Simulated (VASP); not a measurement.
Runs of VASP 6.6.1 on Au. The structure is that of space group Im-3m (No. 229), or close to it. The cells are those of the table. This isn't the form of Au at room conditions, which is fcc.

| task | cell | gap on the mesh (eV) | pressure (GPa) |
| --- | --- | --- | --- |
| single point | a = 2.743 Å, angles 109.5°, 1 atom | none | 14.7 |
| single point | a = 2.659 Å, angles 109.5°, 1 atom | none | 44.7 |
| relaxation of cell and atoms | relaxed to 15 GPa from a = 2.797 Å, angles 109.5°, 1 atom | none | 14.8 |
| relaxation of cell and atoms | relaxed from a = 2.797 Å, angles 109.5°, 1 atom | none | 0.0 |
| single point | a = 2.696 Å, angles 109.5°, 1 atom | none | 29.7 |
| single point | a = 2.808 Å, angles 109.5°, 1 atom | none | (a) |

Alike in all rows: level PBEsol; potentials or basis VASP PAW PBE potentials, release 64 (Au); no spin polarisation; k mesh 20 × 20 × 20; cutoff (eV) 500; smearing gaussian 0.05 eV.

Q: Fill in the values left out.

A: (a) -0.3.

Caveats: the PAW data sets were made with another functional, which shifts forces and pressure a little; spin-orbit coupling is left out, which moves the levels of the heavy elements; the cell stands under pressure (at least some runs); the cell is relaxed towards a set pressure, so the run minimises the enthalpy, not the energy (at least some runs).

A k mesh can miss the band edges, and the runs leave out spin-orbit coupling on Au.

A gap of «none» marks levels without a gap at the run's occupations.
